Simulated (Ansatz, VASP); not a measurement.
## Zr2B: VASP beside Ansatz

```
CELL_PARAMETERS angstrom
3.41470 0.00000 0.00000
0.00000 3.41470 0.00000
0.00000 0.00000 11.78538
ATOMIC_POSITIONS crystal
Zr 0.00000 0.50000 0.86640
Zr 0.50000 0.00000 0.36640
Zr 0.50000 0.00000 0.63360
Zr 0.00000 0.50000 0.13360
B 0.00000 0.00000 0.75000
B 0.00000 0.00000 0.25000
```

Change from the starting cell: species swapped into the AuI2 type (P4_2/mmc, No. 131).

Alike in both runs: functional PBE; k mesh 6 × 6 × 2; occupations gaussian, width 0.1 eV; no spin polarisation.

Ansatz relaxed the structure, and its values are those at the end. VASP's run is a single point on that final structure, the one shown.

|  | VASP | Ansatz |
| --- | --- | --- |
| version | VASP 6.6.1 | Ansatz 0.2.0 |
| potentials or method | VASP PAW PBE potentials, release 64 (Zr_sv, B), cutoff 520 eV | scalar-relativistic, plane waves, PAW |
| valence electrons in the cell | 54 | 54 |

|  | VASP | Ansatz | Ansatz less VASP |
| --- | --- | --- | --- |
| gap on the k mesh at the Fermi level (eV) | none | none | - |
| pressure (GPa) | -0.1 | -0.1 | -0.05 |

A gap of «none» marks a metal or a gap that the smearing closes.
